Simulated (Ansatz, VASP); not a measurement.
One calculation of Al2O3, two programs

```xyz
5
Lattice="2.9885 0.0000 0.0000 -1.4943 2.5881 0.0000 0.0000 0.0000 7.9725" Properties=species:S:1:pos:R:3 pbc="T T T"
Al    0.0000    0.0000    2.3151
Al    0.0000    0.0000    5.6575
O     0.0000    1.7254    1.7208
O     1.4943    0.8627    6.2517
O     0.0000    0.0000    3.9863
```

Alike in both runs: functional PBEsol; k mesh 12 × 12 × 4; occupations gaussian, width 0.01 eV; no spin polarisation.

Ansatz relaxed the structure, and its values are those at the end. VASP's run is a single point on that final structure, the one shown.

|  | VASP | Ansatz |
| --- | --- | --- |
| version | VASP 6.6.1 | Ansatz 0.2.0 |
| potentials or method | VASP PAW PBE potentials, release 64 (Al, O) | plane waves, PAW |
| plane-wave cutoff (eV) | 520 | 420 |
| valence electrons in the cell | 24 | 24 |

Ansatz gave:

| Item | Value |
| --- | --- |
| pressure (GPa) | 0.0 |
| rms of the force components (eV/Å) | 0.000 |

Estimate VASP's values.

pressure (GPa): 0.3; rms of the force components (eV/Å): 0.033.

VASP's potentials were made for PBE, not for PBEsol.
